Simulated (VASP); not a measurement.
Wanted: the native input for a VASP 6.6.1 run.

| Item | Value |
| --- | --- |
| Task | single point |
| Functional | PBE |
| Potentials or basis | VASP PAW PBE potentials, release 64 (Hf_pv, B) |
| Cutoff | 520 eV |
| k mesh | 13 × 13 × 13 |
| Occupations | fermi-dirac, width 0.05 eV |
| Spin | no spin polarisation |
| Dipole correction | no |
| Further INCAR settings | ALGO = Normal; EDIFF = 1e-06; NBANDS = 14 |

The structure of HfB lies in POSCAR:

```
HfB
1.0
    0.0000000000      2.0510582440      2.0510582440
    2.0510582440      0.0000000000      2.0510582440
    2.0510582440      2.0510582440      0.0000000000
Hf B
1 1
Direct
    0.5000000000      0.5000000000      0.5000000000
    0.0000000000      0.0000000000      0.0000000000
```

These files were run (other wordings do the same):

INCAR

```
ALGO = Normal
EDIFF = 1E-6
ENCUT = 520
GGA = PE
ISIF = 2
ISMEAR = -1
LASPH = T
LCHARG = F
LREAL = F
LWAVE = F
NBANDS = 14
NELM = 60
PREC = Accurate
SIGMA = 0.05
```

KPOINTS

```
k-points
0
Gamma
  13 13 13
```

Potentials or basis: VASP PAW PBE potentials, release 64 (Hf_pv, B).

Command:

```console
$ cat potpaw_PBE.64/Hf_pv/POTCAR potpaw_PBE.64/B/POTCAR > POTCAR
$ mpirun -np 1 vasp_std > vasp.out
```

It gave:

```yaml
Pressure: 209.3 GPa
```

It took 15 s on 1 thread of Intel Xeon 8259CL, with other jobs on the host, peak memory 0.15 GiB.
